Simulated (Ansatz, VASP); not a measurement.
**One calculation of Mg3Sb2, two programs**

```
Mg Sb
1.0
     4.47818    0.00000    0.00000
    -2.23909    3.87822    0.00000
     0.00000    0.00000    7.09700
Mg Sb
3 2
Cartesian
  0.0000 2.5855 4.4914
  2.2391 1.2927 2.6056
  0.0000 0.0000 0.0000
  0.0000 2.5855 1.6014
  2.2391 1.2927 5.4956
```

Alike in both runs: functional r2SCAN; k mesh 6 × 6 × 4; occupations fermi-dirac, width 0.02 eV; no spin polarisation.

Ansatz relaxed the structure, and its values are those at the end. VASP's run is a single point on that final structure, the one shown.

|  | VASP | Ansatz |
| --- | --- | --- |
| version | VASP 6.6.1 | Ansatz 0.2.0 |
| potentials or method | VASP PAW PBE potentials, release 64 (Mg, Sb), cutoff 660 eV | PAW plane waves |
| valence electrons in the cell | 16 | 60 |

|  | VASP | Ansatz | Ansatz less VASP |
| --- | --- | --- | --- |
| pressure (GPa) | 3.2 | 3.2 | +0.04 |
| rms of the force components (eV/Å) | 0.007 | 0.002 | -0.0051 |

VASP's potentials were made for PBE, not for r2SCAN. With one functional, cell and mesh, what is left measures potentials, basis and numerics. VASP's potentials hold 16 valence electrons a cell and Ansatz's 60, so a difference there can come from the potentials and not from the codes. Ansatz's warnings: stress scf threshold loose.

Neither program's run includes spin-orbit coupling.
